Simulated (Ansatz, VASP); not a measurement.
# One calculation of AlN, two programs

Contents of INCAR:

```
PREC = Accurate
ENCUT = 600
EDIFF = 1E-7
ISMEAR = -1
SIGMA = 0.02
LREAL = F
LASPH = T
NELM = 80
ALGO = Normal
ISIF = 3
LWAVE = F
LCHARG = F
GGA = PE
IBRION = 2
NSW = 60
EDIFFG = -0.005
```

Contents of KPOINTS:

```
Automatic mesh
0
Gamma
  12 12 7
```

The input POSCAR:

```
AlN
1.0
    3.0486945782      0.0000000000      0.0000000000
   -1.5243472891      2.6402469531      0.0000000000
    0.0000000000      0.0000000000      4.9693721624
Al N
2 2
Direct
    0.3333333333      0.6666666667      0.0000000000
    0.6666666667      0.3333333333      0.5000000000
    0.3333333333      0.6666666667      0.3760000000
    0.6666666667      0.3333333333      0.8760000000
```

Input for Ansatz:

```yaml
crystal:
  lattice:
    - [3.0486945782, 0.0, 0.0]
    - [-1.5243472891, 2.6402469531, 0.0]
    - [0.0, 0.0, 4.9693721624]
  atoms:
    - { symbol: Al, position: [0.3333333333, 0.6666666667, 0.0] }
    - { symbol: Al, position: [0.6666666667, 0.3333333333, 0.5] }
    - { symbol: "N", position: [0.3333333333, 0.6666666667, 0.376] }
    - { symbol: "N", position: [0.6666666667, 0.3333333333, 0.876] }
kpoints:
  mp_grid: { grid: [12, 12, 7] }
scf:
  occupations: { method: fermi_dirac, width: 0.02 }
hamiltonian:
  xc: pbe
  pseudopotentials: { kind: paw }
output:
  forces: true
  stress: true
  write_density: true
  write_potential: true
  elf: true
  volumetric_format: npy
relax:
  f_tol: 0.005
  max_steps: 40
  cell: {}
```

Alike in both runs: task relaxation of cell and atoms; functional PBE; k mesh 12 × 12 × 7; occupations fermi-dirac, width 0.02 eV; no spin polarisation.

|  | VASP | Ansatz |
| --- | --- | --- |
| version | VASP 6.6.1 | Ansatz 0.2.0 |
| potentials or method | VASP PAW PBE potentials, release 64 (Al, N) | PAW with Ansatz's default frozen-core files, scalar-relativistic |
| plane-wave cutoff (eV) | 600 | 420 |
| valence electrons in the cell | 16 | 16 |

```tsv
	VASP	Ansatz	Ansatz less VASP
gap on the k mesh at the Fermi level, each at its own relaxed structure (eV)	4.06	4.03	-0.025
relaxed volume (Å³/atom)	10.63	10.64	+0.019
relaxed cell length with the largest relative difference (Å)	3.128	3.130	+0.0019
```
